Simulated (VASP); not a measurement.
# Hf4N5 in VASP: single point with PBEsol

Aim: the single point of Hf4N5 with PBEsol.

Program: VASP 6.6.1. These are calculated values, not measurements. Logs are shortened: lines on timing, memory, paths and dates and some standing lists are left out, and cuts for length are marked.

## (1) The cell of the first run

The cell holds a slab with vacuum, 9 atoms: a = 3.183 Å, b = 3.183 Å, c = 25.752 Å, α = 90.00°, β = 90.00°, γ = 90.00°.

## (2) Single point, PBEsol

INCAR reads:

```
SYSTEM = Hf4N5
ALGO     = Normal         ! electronic algorithm
DIPOL    = 0.5 0.5 0.481
EDIFF    = 1E-6           ! SCF threshold, eV
ENCUT    = 520            ! plane-wave cutoff, eV
GGA      = PS             ! functional
IDIPOL   = 3            
ISIF     = 2              ! what is computed and relaxed
ISMEAR   = 0              ! smearing method
LASPH    = .True.         ! aspherical terms in the spheres
LCHARG   = .False.        ! write CHGCAR
LDIPOL   = .True.       
LREAL    = .False.        ! projectors in reciprocal space
LWAVE    = .False.        ! write WAVECAR
NBANDS   = 42             ! bands
NELM     = 80             ! most SCF steps
PREC     = Accurate       ! precision mode
SIGMA    = 0.1            ! smearing width, eV
```

KPOINTS reads:

```
k-points
0
Gamma
  9 9 1
  0 0 0
```

POSCAR reads:

```
Hf4N5
1.0
    3.1830776025      0.0000000000      0.0000000000
    0.0000000000      3.1830776025      0.0000000000
    0.0000000000      0.0000000000     25.7523272733
Hf N
4 5
Direct
    0.5000000000      0.5000000000      0.3300672560
    0.0000000000      0.0000000000      0.4174681241
    0.4955909654      0.5044090346      0.5035743079
    0.0114964878     -0.0114964878      0.6004147647
    0.0000000000      0.0000000000      0.3300672560
    0.5000000000      0.5000000000      0.4174681241
   -0.0019834034      0.0019834034      0.5087190993
    0.5151827506      0.4848172494      0.5850341270
    0.4286652038      0.5713347962      0.6388643842
```

Potentials or basis: VASP PAW PBE potentials, release 64 (Hf_pv, N).

Command:

```sh
cat potpaw_PBE.64/Hf_pv/POTCAR potpaw_PBE.64/N/POTCAR > POTCAR
mpirun -np 1 vasp_std > vasp.out
```

OUTCAR:

```text
SYSTEM = Hf4N5
   EDIFF = 1E-6
   ENCUT = 520
   GGA = PS
   ISIF = 2
   ISMEAR = 0
   LASPH = .True.
   LREAL = .False.
   NELM = 80
   PREC = Accurate

 ion  position               nearest neighbor table
   1  0.500  0.500  0.330-   5 2.25   5 2.25   5 2.25   5 2.25   6 2.25   2 3.18   2 3.18   2 3.18
                             2 3.18
   2  0.000  0.000  0.417-   6 2.25   6 2.25   6 2.25   6 2.25   5 2.25   7 2.35   3 3.15   3 3.16
                             3 3.16   3 3.17   1 3.18   1 3.18   1 3.18   1 3.18
   3  0.496  0.504  0.504-   8 2.10   6 2.22   7 2.24   7 2.25   7 2.25   7 2.27   2 3.15   2 3.16
                             2 3.16   2 3.17   4 3.31   4 3.36   4 3.36   4 3.41
   4  0.011  0.989  0.600-   9 2.12   8 2.27   8 2.29   8 2.29   8 2.30   7 2.36   9 2.49   9 2.49
                             9 2.80   3 3.31   3 3.36   3 3.36   3 3.41
   5  0.000  0.000  0.330-   1 2.25   1 2.25   1 2.25   1 2.25   2 2.25
   6  0.500  0.500  0.417-   3 2.22   2 2.25   2 2.25   2 2.25   2 2.25   1 2.25
   7  0.998  0.002  0.509-   3 2.24   3 2.25   3 2.25   3 2.27   2 2.35   4 2.36
   8  0.515  0.485  0.585-   9 1.44   3 2.10   4 2.27   4 2.29   4 2.29   4 2.30
   9  0.429  0.571  0.639-   8 1.44   4 2.12   4 2.49   4 2.49   4 2.80

  LATTYP: Found a simple tetragonal cell.
 ALAT       =     3.1830776025
 C/A-ratio  =     8.0903862517

  Lattice vectors:

 A1 = (   3.1830776025,   0.0000000000,   0.0000000000)
 A2 = (   0.0000000000,   3.1830776025,   0.0000000000)
 A3 = (   0.0000000000,   0.0000000000,  25.7523272733)

Analysis of symmetry for initial positions (statically):
=====================================================================
 Subroutine PRICEL returns:
 Original cell was already a primitive cell.

 Routine SETGRP: Setting up the symmetry group for a
 simple tetragonal supercell.

 Subroutine GETGRP returns: Found  2 space group operations
 (whereof  2 operations were pure point group operations)
 out of a pool of 16 trial point group operations.

The static configuration has the point symmetry C_1h.

Analysis of symmetry for dynamics (positions and initial velocities):
=====================================================================
 Subroutine PRICEL returns:
 Original cell was already a primitive cell.

 Routine SETGRP: Setting up the symmetry group for a
 simple tetragonal supercell.

 Subroutine GETGRP returns: Found  2 space group operations
 (whereof  2 operations were pure point group operations)
 out of a pool of 16 trial point group operations.

The dynamic configuration has the point symmetry C_1h.

 Subroutine INISYM returns: Found  2 space group operations
 (whereof  2 operations are pure point group operations),
 and found     1 'primitive' translations

----------------------------------------------------------------------------------------

                                     Primitive cell

  volume of cell :     260.9221

  direct lattice vectors                    reciprocal lattice vectors
     3.183077603  0.000000000  0.000000000     0.314161364  0.000000000  0.000000000
     0.000000000  3.183077603  0.000000000     0.000000000  0.314161364  0.000000000
     0.000000000  0.000000000 25.752327273     0.000000000  0.000000000  0.038831442

  length of vectors
     3.183077603  3.183077603 25.752327273     0.314161364  0.314161364  0.038831442

  position of ions in fractional coordinates (direct lattice)
     0.500000000  0.500000000  0.330067256
     0.000000000  0.000000000  0.417468124
     0.495590965  0.504409035  0.503574308
     0.011496488  0.988503512  0.600414765
     0.000000000  0.000000000  0.330067256
     0.500000000  0.500000000  0.417468124
     0.998016597  0.001983403  0.508719099
     0.515182751  0.484817249  0.585034127
     0.428665204  0.571334796  0.638864384

  ion indices of the primitive-cell ions
   primitive index   ion index
                 1           1
                 2           2
                 3           3
                 4           4
                 5           5
                 6           6
                 7           7
                 8           8
                 9           9

----------------------------------------------------------------------------------------

 KPOINTS: k-points

Automatic generation of k-mesh.
 Grid dimensions read from file:
 generate k-points for:    9    9    1

 Generating k-lattice:

  Cartesian coordinates                     Fractional coordinates (reciprocal lattice)
     0.034906818  0.000000000  0.000000000     0.111111111  0.000000000  0.000000000
     0.000000000  0.034906818  0.000000000     0.000000000  0.111111111  0.000000000
     0.000000000  0.000000000  0.038831442     0.000000000  0.000000000  1.000000000

  Length of vectors
     0.034906818  0.034906818  0.038831442

  Shift w.r.t. Gamma in fractional coordinates (k-lattice)
     0.000000000  0.000000000  0.000000000

 Subroutine IBZKPT returns following result:
 ===========================================

 Found     25 irreducible k-points:

 Following reciprocal coordinates:
            Coordinates               Weight
  0.000000  0.000000  0.000000      1.000000
  0.111111  0.000000  0.000000      4.000000
  0.222222  0.000000  0.000000      4.000000
  0.333333  0.000000  0.000000      4.000000
  0.444444  0.000000  0.000000      4.000000
  0.111111  0.111111  0.000000      2.000000
[... 16 lines left out ...]
 -0.333333  0.444444  0.000000      4.000000
  0.444444  0.444444  0.000000      2.000000
   k-points           NKPTS =     25   k-points in BZ     NKDIM =     25   number of bands    NBANDS=     42
   number of dos      NEDOS =    301   number of ions     NIONS =      9
   total plane-waves  NPLWV = 110592
   dimension x,y,z NGX =    24 NGY =   24 NGZ =  192
   dimension x,y,z NGXF=    48 NGYF=   48 NGZF=  384
   ions per type =               4   5
   NGX,Y,Z   is equivalent  to a cutoff of  12.53, 12.53, 12.39 a.u.
   NGXF,Y,Z  is equivalent  to a cutoff of  25.07, 25.07, 24.79 a.u.
 SYSTEM =  Hf4N5
   PREC   = accura    normal or accurate (medium, high low for compatibility)
   ISTART =      0    job   : 0-new  1-cont  2-samecut
   ICHARG =      2    charge: 1-file 2-atom 10-const
   ISPIN  =      1    spin polarized calculation?
   LNONCOLLINEAR =      F non collinear calculations
   LSORBIT =      F    spin-orbit coupling
   LASPH  =      T    aspherical Exc in radial PAW
   ENCUT  =  520.0 eV  38.22 Ry    6.18 a.u.   5.92  5.92 47.88*2*pi/ulx,y,z
   NELM   =     80;   NELMIN=  2; NELMDL= -5     # of ELM steps
   EDIFF  = 0.1E-05   stopping-criterion for ELM
   LREAL  =      F    real-space projection
   EDIFFG = 0.1E-04   stopping-criterion for IOM
   NSW    =      0    number of steps for IOM
   IBRION =     -1    ionic relax: 0-MD 1-quasi-New 2-CG
   NFREE  =      0    steps in history (QN), initial steepest desc. (CG)
   ISIF   =      2    stress and relaxation
   ISYM   =      2    0-nonsym 1-usesym 2-fastsym
   POTIM  = 0.5000    time-step for ionic-motion
   TEBEG  =    0.0;   TEEND  =   0.0 temperature during run
   PSTRESS=    0.0 pullay stress
   NELECT =      65.0000    total number of electrons
   NUPDOWN=      -1.0000    fix difference up-down
   EMIN   =  10.00;   EMAX   =-10.00  energy-range for DOS
   EFERMI =   0.00;   METHOD = LEGACY
   ISMEAR =     0;   SIGMA  =   0.10  broadening in eV -4-tet -1-fermi 0-gaus
   EFERMI_NEDOS =   21; number of points for ismear=-14 and -15
   IALGO  =     38    algorithm
   IMIX   =      4    mixing-type and parameters
     AMIX     =   0.40;   BMIX     =  1.00
     AMIX_MAG =   1.60;   BMIX_MAG =  1.00
  volume/ion in A,a.u.               =      28.99       195.64
  Fermi-wavevector in a.u.,A,eV,Ry     =   1.030091  1.946590 14.436974  1.061088
  Thomas-Fermi vector in A             =   2.164172
   LORBIT       =      0    0 simple, 1 ext, 2 COOP (PROOUT), +10 PAW based schemes
   GGA     = PS    functional components
   LHFCALC =     F    Hartree Fock is set to
   AEXX    =    0.0000 exact exchange contribution
   IVDW    =     0    specifies the selected vdW correction
   LEPSILON=     F    determine dielectric tensor
   LRPA    =     F    only Hartree local field effects (RPA)
 non-spin polarized calculation
 Gauss-broadening in eV      SIGMA  =   0.10
  energy-cutoff  :      520.00
  volume of cell :      260.92
 maximum number of plane-waves:      7094
   NGX = 11   NGY = 11   NGZ = 95

 dipolmoment           0.000000      0.000000     -1.869341 electrons x Angstroem

 number of electron      64.9999994 magnetization

 dipolmoment           0.000000      0.000000      0.134476 electrons x Angstroem

 Free energy of the ion-electron system (eV)
  ---------------------------------------------------
  ext. energy  EPLUGINS =         0.00000000
  ---------------------------------------------------
  free energy    TOTEN  =       -97.33135832 eV

  energy without entropy =      -97.31531501  energy(sigma->0) =      -97.32333666

 E-fermi :   0.5882     XC(G=0):  -5.6021

 val. band max:        0.5765709324   @ k =   0.1111   0.0000   0.0000
 cond. band min:       0.6208126133   @ k =  -0.2222   0.4444   0.0000
 fundamental gap:      0.0442416809
 Fermi energy:         0.5882388319

 k-point     1 :       0.0000    0.0000    0.0000
  band No.  band energies     occupation
      1     -31.3523      2.00000
      2     -31.2504      2.00000
      3     -31.0565      2.00000
      4     -31.0534      2.00000
      5     -30.9546      2.00000
      6     -30.8049      2.00000
[... 34 lines left out ...]
     41       3.0002      0.00000
     42       3.1271      0.00000
[... 994 lines left out ...]
      2     -31.4656      2.00000
      3     -31.2407      2.00000
      4     -31.2262      2.00000
      5     -31.1804      2.00000
      6     -31.0465      2.00000
[... 34 lines left out ...]
     41       5.5953      0.00000
     42       5.6727      0.00000

 [... further k-points ...]

------------------------ aborting loop because EDIFF is reached ----------------------------------------

 vacuum level on the upper side and lower side of the slab       (xc-potential included)         1.169        -1.183

  FORCE on cell =-STRESS in cart. coord.  units (eV):
  Direction    XX          YY          ZZ          XY          YZ          ZX
  --------------------------------------------------------------------------------------
  -------------------------------------------------------------------------------------
  Total       -7.5243824     -7.5243824     -3.0746088     -1.8830405      0.0638695     -0.0638690
  in kB      -46.2030349    -46.2030349    -18.8794574    -11.5627011      0.3921870     -0.3921840
  external PRESSURE =     -37.0951757 kB  Pullay stress =       0.0000000 kB

 VOLUME and BASIS-vectors are now :
 -----------------------------------------------------------------------------
  energy-cutoff  :      520.00
  volume of cell :      260.92
      direct lattice vectors                 reciprocal lattice vectors
     3.183077603  0.000000000  0.000000000     0.314161364  0.000000000  0.000000000
     0.000000000  3.183077603  0.000000000     0.000000000  0.314161364  0.000000000
     0.000000000  0.000000000 25.752327273     0.000000000  0.000000000  0.038831442

 POSITION                                       TOTAL-FORCE (eV/Angst)
 -----------------------------------------------------------------------------------
      1.59154      1.59154      8.50000         0.022055     -0.022055      2.095672
      0.00000      0.00000     10.75078         0.019806     -0.019806     -0.068488
      1.57750      1.60557     12.96821         0.008688     -0.008688      0.053110
      0.03659      3.14648     15.46208         0.018550     -0.018550     -0.031122
      0.00000      0.00000      8.50000        -0.028281      0.028281     -1.020011
      1.59154      1.59154     10.75078        -0.016255      0.016255     -0.879349
      3.17676      0.00631     13.10070         0.004529     -0.004529     -0.020529
      1.63987      1.54321     15.06599         0.022432     -0.022432     -0.175371
      1.36447      1.81860     16.45224        -0.051524      0.051524      0.046088
 -----------------------------------------------------------------------------------
    total drift:                               -0.000649      0.000649     -0.000325

  FREE ENERGIE OF THE ION-ELECTRON SYSTEM (eV)
  ---------------------------------------------------
  free  energy   TOTEN  =       -97.3313583198 eV

  energy  without entropy=      -97.3153150072  energy(sigma->0) =      -97.32333666

 vacuum level on the upper side and lower side of the slab         5.822         3.421
```

Run time: 16 min. Hardware: 1 thread of Intel Xeon 6975P-C, shared host; peak memory 0.48 GiB.

Results:

```
Free energy   : -97.3314 eV
Largest force : 2.096 eV/Å
```

Forces on the atoms (eV/Å):
```
Hf   0.022 -0.022  2.096
Hf   0.020 -0.020 -0.068
Hf   0.009 -0.009  0.053
Hf   0.019 -0.019 -0.031
N   -0.028  0.028 -1.020
N   -0.016  0.016 -0.879
N    0.005 -0.005 -0.021
N    0.022 -0.022 -0.175
N   -0.052  0.052  0.046
```

Levels at points of the mesh, in eV from the Fermi level:
```csv
k point,band 31,band 32,band 33,band 34,band 35,band 36
"(0.00, 0.00, 0.00)",-2.76,-2.13,-1.90,-0.95,-0.46,-0.09
```

Caveat: the PAW data sets were made with another functional, which shifts forces and pressure a little; spin-orbit coupling is left out, which moves the levels of the heavy elements.
